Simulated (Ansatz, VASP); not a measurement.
Two plane-wave programs on SrCuS2

```
Sr Cu S
1.0
     4.34700    0.00000    0.00000
     0.00000    4.34700    0.00000
     0.00000    0.00000    8.93345
Sr Cu S
2 2 4
Cartesian
  1.0867 1.0867 6.1233
  3.2602 3.2602 2.8102
  1.0867 1.0867 0.8492
  3.2602 3.2602 8.0842
  1.0867 1.0867 3.1666
  3.2602 3.2602 5.7668
  3.2602 1.0867 0.0000
  1.0867 3.2602 0.0000
```

Alike in both runs: functional r2SCAN; k mesh 4 × 4 × 2; occupations methfessel-paxton of order 1, width 0.05 eV; collinear spin.

Ansatz relaxed the structure, and its values are those at the end. VASP's run is a single point on that final structure, the one shown.

|  | VASP | Ansatz |
| --- | --- | --- |
| version | VASP 6.6.1 | Ansatz 0.2.0 |
| potentials or method | VASP PAW PBE potentials, release 64 (Sr_sv, Cu, S), cutoff 520 eV | PAW plane waves |
| valence electrons in the cell | 66 | 82 |

|  | VASP | Ansatz | Ansatz less VASP |
| --- | --- | --- | --- |
| gap on the k mesh at the Fermi level (eV) | none | none | - |
| pressure (GPa) | 0.1 | 0.0 | -0.07 |
| rms of the force components (eV/Å) | 0.010 | 0.001 | -0.0085 |
| net moment per atom (μB) | 0.00 | 0.00 | 0.000 |

VASP's potentials were made for PBE, not for r2SCAN. A gap of «none» marks a metal or a gap that the smearing closes. VASP's potentials hold 66 valence electrons a cell and Ansatz's 82, so a difference there can come from the potentials and not from the codes. Ansatz's warnings: no starting moments.

The k mesh is coarse, so the values compare programs but aren't converged.
